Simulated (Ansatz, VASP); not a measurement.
Two plane-wave programs on Ge

```
Ge
1.0
     0.00000    2.83601    2.83601
     2.83601    0.00000    2.83601
     2.83601    2.83601    0.00000
Ge
2
Direct
  0.50000 0.50000 0.50000
  0.75000 0.75000 0.75000
```

Alike in both runs: task single point; functional r2SCAN; k mesh 9 × 9 × 9; occupations fermi-dirac, width 0.05 eV; no spin polarisation.

|  | VASP | Ansatz |
| --- | --- | --- |
| version | VASP 6.6.1 | Ansatz 0.2.0 |
| potentials or method | VASP PAW PBE potentials, release 64 (Ge_d), cutoff 520 eV | plane waves (500 eV) with PAW, scalar-relativistic |
| valence electrons in the cell | 28 | 28 |

|  | VASP | Ansatz | Ansatz less VASP |
| --- | --- | --- | --- |
| pressure (GPa) | 0.1 | 0.1 | -0.04 |

VASP's potentials were made for PBE, not for r2SCAN.
